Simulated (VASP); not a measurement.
# P (Cmce) in VASP: a series of runs

The runs below take P through single point, with PBE.

Program: VASP 6.6.1. These are calculated values, not measurements. Logs are shortened: lines on timing, memory, paths and dates and some standing lists are left out, and cuts for length are marked.

### 1 The cell of the first run

The structure is orthorhombic, space group Cmce (No. 64). The conventional cell has a = 3.311 Å, b = 11.260 Å, c = 4.559 Å, α = 90.00°, β = 90.00°, γ = 90.00°. Within 2.9 Å of P (site symmetry m) lie 3 P at 2.23 to 2.26 Å.

### 2 Single point, PBE

The input, INCAR:

```
SYSTEM = P
  PREC = Accurate
  ENCUT = 520
  EDIFF = 1E-7
  ISMEAR = -1
  SIGMA = 0.05
  LREAL = .FALSE.
  LASPH = .TRUE.
  NELM = 60
  ALGO = Normal
  ISIF = 2
  LWAVE = .FALSE.
  LCHARG = .FALSE.
  GGA = PE
  NBANDS = 18
```

The input, KPOINTS:

```
regular mesh
0
G
  8 8 6
  0 0 0
```

The input, POSCAR:

```
P
1.0
    1.6556449972     -5.6301846350      0.0000000000
    1.6556449972      5.6301846350      0.0000000000
    0.0000000000      0.0000000000      4.5589674544
P
4
Direct
    0.9057649023      0.0942350977      0.5863807508
    0.0942350977      0.9057649023      0.4136192492
    0.5942350977      0.4057649023      0.0863807508
    0.4057649023      0.5942350977      0.9136192492
```

Potentials or basis: VASP PAW PBE potentials, release 64 (P).

The run is started by

```bash
$ cat potpaw_PBE.64/P/POTCAR > POTCAR
$ mpirun -np 1 vasp_std > vasp.out
```

OUTCAR:

```text
SYSTEM = P
   PREC = Accurate
   ENCUT = 520
   EDIFF = 1E-7
   ISMEAR = -1
   LREAL = .FALSE.
   LASPH = .TRUE.
   NELM = 60
   ISIF = 2
   GGA = PE

 ion  position               nearest neighbor table
   1  0.906  0.094  0.586-   4 2.23   4 2.23   2 2.26
   2  0.094  0.906  0.414-   3 2.23   3 2.23   1 2.26
   3  0.594  0.406  0.086-   2 2.23   2 2.23   4 2.26
   4  0.406  0.594  0.914-   1 2.23   1 2.23   3 2.26

  LATTYP: Found a base centered orthorhombic cell.
 ALAT       =     3.3112899944
 B/A-ratio  =     3.4005989476
 C/A-ratio  =     1.3767949839

  Lattice vectors:

 A1 = (   1.6556449972,  -5.6301846350,   0.0000000000)
 A2 = (   1.6556449972,   5.6301846350,   0.0000000000)
 A3 = (   0.0000000000,   0.0000000000,   4.5589674544)

Analysis of symmetry for initial positions (statically):
=====================================================================
 Subroutine PRICEL returns:
 Original cell was already a primitive cell.

 Routine SETGRP: Setting up the symmetry group for a
 base centered orthorhombic supercell.

 Subroutine GETGRP returns: Found  8 space group operations
 (whereof  4 operations were pure point group operations)
 out of a pool of  8 trial point group operations.

The static configuration has the point symmetry C_2h.
 The point group associated with its full space group is D_2h.

Analysis of symmetry for dynamics (positions and initial velocities):
=====================================================================
 Subroutine PRICEL returns:
 Original cell was already a primitive cell.

 Routine SETGRP: Setting up the symmetry group for a
 base centered orthorhombic supercell.

 Subroutine GETGRP returns: Found  8 space group operations
 (whereof  4 operations were pure point group operations)
 out of a pool of  8 trial point group operations.

The dynamic configuration has the point symmetry C_2h.
 The point group associated with its full space group is D_2h.

 Subroutine INISYM returns: Found  8 space group operations
 (whereof  4 operations are pure point group operations),
 and found     1 'primitive' translations

----------------------------------------------------------------------------------------

                                     Primitive cell

  volume of cell :      84.9936

  direct lattice vectors                    reciprocal lattice vectors
     1.655644997 -5.630184635  0.000000000     0.301997107 -0.088807034  0.000000000
     1.655644997  5.630184635  0.000000000     0.301997107  0.088807034  0.000000000
     0.000000000  0.000000000  4.558967454     0.000000000  0.000000000  0.219347914

  length of vectors
     5.868572176  5.868572176  4.558967454     0.314783961  0.314783961  0.219347914

  position of ions in fractional coordinates (direct lattice)
     0.905764902  0.094235098  0.586380751
     0.094235098  0.905764902  0.413619249
     0.594235098  0.405764902  0.086380751
     0.405764902  0.594235098  0.913619249

  ion indices of the primitive-cell ions
   primitive index   ion index
                 1           1
                 2           2
                 3           3
                 4           4

----------------------------------------------------------------------------------------

 KPOINTS: regular mesh

Automatic generation of k-mesh.
 Grid dimensions read from file:
 generate k-points for:    8    8    6

 Generating k-lattice:

  Cartesian coordinates                     Fractional coordinates (reciprocal lattice)
     0.037749638 -0.011100879  0.000000000     0.125000000  0.000000000  0.000000000
     0.037749638  0.011100879  0.000000000     0.000000000  0.125000000  0.000000000
     0.000000000  0.000000000  0.036557986     0.000000000  0.000000000  0.166666667

  Length of vectors
     0.039347995  0.039347995  0.036557986

  Shift w.r.t. Gamma in fractional coordinates (k-lattice)
     0.000000000  0.000000000  0.000000000

 Subroutine IBZKPT returns following result:
 ===========================================

 Found     84 irreducible k-points:

 Following reciprocal coordinates:
            Coordinates               Weight
  0.000000  0.000000  0.000000      1.000000
  0.125000  0.000000  0.000000      4.000000
  0.250000  0.000000  0.000000      4.000000
  0.375000  0.000000  0.000000      4.000000
  0.500000  0.000000  0.000000      2.000000
  0.125000  0.125000  0.000000      2.000000
[... 16 lines left out ...]
  0.125000  0.000000  0.166667      8.000000
  0.250000  0.000000  0.166667      8.000000
 [... further k-points ...]
   k-points           NKPTS =     84   k-points in BZ     NKDIM =     84   number of bands    NBANDS=     18
   number of dos      NEDOS =    301   number of ions     NIONS =      4
   total plane-waves  NPLWV =  82944
   dimension x,y,z NGX =    48 NGY =   48 NGZ =   36
   dimension x,y,z NGXF=    96 NGYF=   96 NGZF=   72
   ions per type =               4
   NGX,Y,Z   is equivalent  to a cutoff of  13.60, 13.60, 13.13 a.u.
   NGXF,Y,Z  is equivalent  to a cutoff of  27.20, 27.20, 26.26 a.u.
 SYSTEM =  P
   PREC   = accura    normal or accurate (medium, high low for compatibility)
   ISTART =      0    job   : 0-new  1-cont  2-samecut
   ICHARG =      2    charge: 1-file 2-atom 10-const
   ISPIN  =      1    spin polarized calculation?
   LNONCOLLINEAR =      F non collinear calculations
   LSORBIT =      F    spin-orbit coupling
   LASPH  =      T    aspherical Exc in radial PAW
   ENCUT  =  520.0 eV  38.22 Ry    6.18 a.u.  10.91 10.91  8.48*2*pi/ulx,y,z
   NELM   =     60;   NELMIN=  2; NELMDL= -5     # of ELM steps
   EDIFF  = 0.1E-06   stopping-criterion for ELM
   LREAL  =      F    real-space projection
   EDIFFG = 0.1E-05   stopping-criterion for IOM
   NSW    =      0    number of steps for IOM
   IBRION =     -1    ionic relax: 0-MD 1-quasi-New 2-CG
   NFREE  =      0    steps in history (QN), initial steepest desc. (CG)
   ISIF   =      2    stress and relaxation
   ISYM   =      2    0-nonsym 1-usesym 2-fastsym
   POTIM  = 0.5000    time-step for ionic-motion
   TEBEG  =    0.0;   TEEND  =   0.0 temperature during run
   PSTRESS=    0.0 pullay stress
   NELECT =      20.0000    total number of electrons
   NUPDOWN=      -1.0000    fix difference up-down
   EMIN   =  10.00;   EMAX   =-10.00  energy-range for DOS
   EFERMI =   0.00;   METHOD = LEGACY
   ISMEAR =    -1;   SIGMA  =   0.05  broadening in eV -4-tet -1-fermi 0-gaus
   EFERMI_NEDOS =   21; number of points for ismear=-14 and -15
   IALGO  =     38    algorithm
   IMIX   =      4    mixing-type and parameters
     AMIX     =   0.40;   BMIX     =  1.00
     AMIX_MAG =   1.60;   BMIX_MAG =  1.00
  volume/ion in A,a.u.               =      21.25       143.39
  Fermi-wavevector in a.u.,A,eV,Ry     =   1.010701  1.909948 13.898577  1.021517
  Thomas-Fermi vector in A             =   2.143706
   LORBIT       =      0    0 simple, 1 ext, 2 COOP (PROOUT), +10 PAW based schemes
   GGA     = PE    functional components
   LHFCALC =     F    Hartree Fock is set to
   AEXX    =    0.0000 exact exchange contribution
   IVDW    =     0    specifies the selected vdW correction
   LEPSILON=     F    determine dielectric tensor
   LRPA    =     F    only Hartree local field effects (RPA)
 non-spin polarized calculation
  energy-cutoff  :      520.00
  volume of cell :       84.99
 maximum number of plane-waves:      2309
 NGX is ok and might be reduce to    48
   NGX = 21   NGY = 21   NGZ = 17

 number of electron      19.9999999 magnetization

 Free energy of the ion-electron system (eV)
  ---------------------------------------------------
  ext. energy  EPLUGINS =         0.00000000
  ---------------------------------------------------
  free energy    TOTEN  =       -21.50577724 eV

  energy without entropy =      -21.50544003  energy(sigma->0) =      -21.50560863

 E-fermi :   5.4319     XC(G=0):  -9.2403

 val. band max:        5.3584401300   @ k =   0.5000   0.5000   0.0000
 cond. band min:       5.4985098655   @ k =   0.5000   0.5000   0.0000
 fundamental gap:      0.1400697355
 Fermi energy:         5.4319233156

 k-point     1 :       0.0000    0.0000    0.0000
  band No.  band energies     occupation
      1     -10.1108      2.00000
      2      -7.4507      2.00000
      3      -4.2273      2.00000
      4      -1.1087      2.00000
      5       0.3886      2.00000
      6       0.6155      2.00000
[... 10 lines left out ...]
     17      12.1570      0.00000
     18      12.5837      0.00000

 k-point     2 :       0.1250    0.0000    0.0000
  band No.  band energies     occupation
      1      -9.9224      2.00000
      2      -7.2683      2.00000
      3      -4.3156      2.00000
      4      -0.9430      2.00000
      5       0.0708      2.00000
      6       0.6756      2.00000
[... 10 lines left out ...]
     17      11.3686      0.00000
     18      12.0695      0.00000

 k-point     3 :       0.2500    0.0000    0.0000
  band No.  band energies     occupation
      1      -9.3639      2.00000
      2      -6.7221      2.00000
      3      -4.8123      2.00000
      4      -1.2706      2.00000
      5      -0.4843      2.00000
      6      -0.3359      2.00000
[... 10 lines left out ...]
     17      11.0380      0.00000
     18      11.9574      0.00000

 k-point     4 :       0.3750    0.0000    0.0000
  band No.  band energies     occupation
      1      -8.4589      2.00000
      2      -5.9284      2.00000
      3      -5.8165      2.00000
      4      -3.0039      2.00000
      5      -0.4068      2.00000
      6       0.0555      2.00000
[... 375 lines left out ...]
      4      -1.4793      2.00000
      5       0.2149      2.00000
      6       1.1704      2.00000
[... 10 lines left out ...]
     17      12.5827      0.00000
     18      12.7002      0.00000

 k-point    23 :       0.1250    0.0000    0.1667
  band No.  band energies     occupation
      1      -9.7833      2.00000
      2      -7.4852      2.00000
      3      -4.2739      2.00000
      4      -1.4045      2.00000
      5       0.1591      2.00000
      6       0.4648      2.00000
[... 10 lines left out ...]
     17      11.9339      0.00000
     18      12.4039      0.00000

 k-point    24 :       0.2500    0.0000    0.1667
  band No.  band energies     occupation
      1      -9.2290      2.00000
      2      -6.9662      2.00000
      3      -4.6309      2.00000
      4      -1.7069      2.00000
      5      -0.6200      2.00000
      6      -0.1983      2.00000
[... 10 lines left out ...]
     17      11.0570      0.00000
     18      12.1498      0.00000

 [... further k-points ...]
[... 5 lines left out ...]
  --------------------------------------------------------------------------------------
  -------------------------------------------------------------------------------------
  Total       -0.1453588     -0.1449054     -0.1538641      0.0000000     -0.0000000      0.0000000
  in kB       -2.7400954     -2.7315484     -2.9004249      0.0000000     -0.0000000      0.0000000
  external PRESSURE =      -2.7906896 kB  Pullay stress =       0.0000000 kB

 VOLUME and BASIS-vectors are now :
 -----------------------------------------------------------------------------
  energy-cutoff  :      520.00
  volume of cell :       84.99
      direct lattice vectors                 reciprocal lattice vectors
     1.655644997 -5.630184635  0.000000000     0.301997107 -0.088807034  0.000000000
     1.655644997  5.630184635  0.000000000     0.301997107  0.088807034  0.000000000
     0.000000000  0.000000000  4.558967454     0.000000000  0.000000000  0.219347914

 POSITION                                       TOTAL-FORCE (eV/Angst)
 -----------------------------------------------------------------------------------
      1.65564     -4.56906      2.67329         0.000000     -0.037639      0.031186
      1.65564      4.56906      1.88568         0.000000      0.037639     -0.031186
      1.65564     -1.06112      0.39381         0.000000      0.037639      0.031186
      1.65564      1.06112      4.16516         0.000000     -0.037639     -0.031186
 -----------------------------------------------------------------------------------
    total drift:                                0.000000     -0.000000      0.000000

  FREE ENERGIE OF THE ION-ELECTRON SYSTEM (eV)
  ---------------------------------------------------
  free  energy   TOTEN  =       -21.5057772447 eV

  energy  without entropy=      -21.5054400251  energy(sigma->0) =      -21.50560863
```

Run time: 1.8 min. Hardware: 1 thread of AMD EPYC 9R45 (Zen 5), shared host; peak memory 0.27 GiB.

What came out:

```
Free energy            : -21.5058 eV
Pressure               : -0.3 GPa
Largest force          : 0.049 eV/Å
Band gap on the k mesh : 0.14 eV
```

Forces in eV/Å, atoms in the order of the input:
```
P    0.000 -0.038  0.031
P    0.000  0.038 -0.031
P    0.000  0.038  0.031
P    0.000 -0.038 -0.031
```

Levels at points of the mesh, in eV from the valence-band top:
| k point | band 8 | band 9 | band 10 | band 11 | band 12 | band 13 |
| --- | --- | --- | --- | --- | --- | --- |
| (0.00, 0.00, 0.00) | -2.61 | -2.29 | -1.00 | 0.75 | 1.23 | 2.10 |
| (0.50, 0.00, 0.00) | -3.22 | -2.49 | -2.49 | 0.78 | 0.78 | 1.55 |
| (0.50, 0.50, 0.00) | -2.17 | -1.60 | 0.00 | 0.14 | 1.04 | 2.26 |
| (0.00, 0.00, 0.50) | -3.00 | -1.51 | -1.51 | 1.58 | 1.58 | 2.99 |
| (0.50, 0.00, 0.50) | -5.17 | -1.70 | -1.70 | 1.82 | 1.82 | 3.51 |
| (0.50, 0.50, 0.50) | -2.77 | -1.78 | -1.78 | 1.56 | 1.56 | 2.57 |

A k mesh can miss the band edges.

### 3 Single point, PBE

The input, INCAR:

```
SYSTEM = P
  PREC = Accurate
  ENCUT = 520
  EDIFF = 1E-6
  ISMEAR = -1
  SIGMA = 0.05
  LREAL = .False.
  LASPH = .True.
  NELM = 100
  ALGO = Normal
  ISIF = 2
  LWAVE = .False.
  LCHARG = .True.
  GGA = PE
  LELF = .True.
  LVHAR = .True.
  NBANDS = 18
```

The input, KPOINTS:

```
Automatic mesh
0
Gamma
  8 8 6
  0 0 0
```

The input, POSCAR:

```
P
1.0
    1.6561710999     -5.6275017981      0.0000000000
    1.6561710999      5.6275017981      0.0000000000
    0.0000000000      0.0000000000      4.5576831250
P
4
Direct
    0.9056487872      0.0943512128      0.5861842936
    0.0943512128      0.9056487872      0.4138157064
    0.5943512128      0.4056487872      0.0861842936
    0.4056487872      0.5943512128      0.9138157064
```

Potentials or basis: VASP PAW PBE potentials, release 64 (P).

The run is started by

```bash
$ cat potpaw_PBE.64/P/POTCAR > POTCAR
$ mpirun -np 1 vasp_std > vasp.out
```

It took 1.7 min on 1 thread of AMD EPYC 9R45 (Zen 5), shared host; peak memory 0.27 GiB.

It converged, with:

- Free energy: -21.5055 eV
- Pressure: -0.4 GPa
- Largest force: 0.064 eV/Å
- Band gap on the k mesh: 0.13 eV

Forces in eV/Å, atoms in the order of the input:
```
P    0.000 -0.046  0.045
P    0.000  0.046 -0.045
P    0.000  0.046  0.045
P    0.000 -0.046 -0.045
```

Levels at points of the mesh, in eV from the valence-band top:
```tsv
k point	band 7	band 8	band 9	band 10	band 11	band 12	band 13	band 14
(0.00, 0.00, 0.00)	-3.79	-2.62	-2.29	-1.01	0.75	1.23	2.10	2.90
(0.50, 0.00, 0.00)	-3.22	-3.22	-2.49	-2.49	0.78	0.78	1.54	1.54
(0.50, 0.50, 0.00)	-3.86	-2.16	-1.61	0.00	0.13	1.04	2.26	2.82
(0.00, 0.00, 0.50)	-2.99	-2.99	-1.50	-1.50	1.58	1.58	2.98	2.98
(0.50, 0.00, 0.50)	-5.17	-5.17	-1.71	-1.71	1.82	1.82	3.51	3.51
(0.50, 0.50, 0.50)	-2.77	-2.77	-1.78	-1.78	1.56	1.56	2.57	2.57
```

A k mesh can miss the band edges.

(Part 1 of 2 ends here.)
